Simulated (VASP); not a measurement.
Input of a VASP 6.6.1 run:

Contents of INCAR:

```
  ALGO = Normal
  EDIFF = 1E-6
  ENCUT = 520
  GGA = PE
  ISIF = 2
  ISMEAR = 0
  ISPIN = 2
  LASPH = True
  LCHARG = True
  LELF = True
  LMAXMIX = 4
  LORBIT = 11
  LREAL = False
  LVHAR = True
  LWAVE = False
  MAGMOM = 1.86 1.86
  NBANDS = 20
  NELM = 150
  PREC = Accurate
  SIGMA = 0.15
```

The input KPOINTS:

```
k-points
0
Gamma
  21 21 12
```

File POSCAR:

```
Co
1.0
    2.4186000000      0.0000000000      0.0000000000
   -1.2093000000      2.0945690416      0.0000000000
    0.0000000000      0.0000000000      3.7097000000
Co
2
Direct
    0.3333333333      0.6666666667      0.2500000000
    0.6666666667      0.3333333333      0.7500000000
```

Potentials or basis: VASP PAW PBE potentials, release 64 (Co).

The run is started by

```console
$ cat potpaw_PBE.64/Co/POTCAR > POTCAR
$ mpirun -np 1 vasp_std > vasp.out
```

Q: Estimate the net moment.

A: 2.94 μB per cell.

Q: What does it give for the pressure?

A: 42.6 GPa.

Stress tensor (GPa, compression positive):
```
34.88  0.00  0.00
 0.00 34.88  0.00
 0.00  0.00 57.91
```
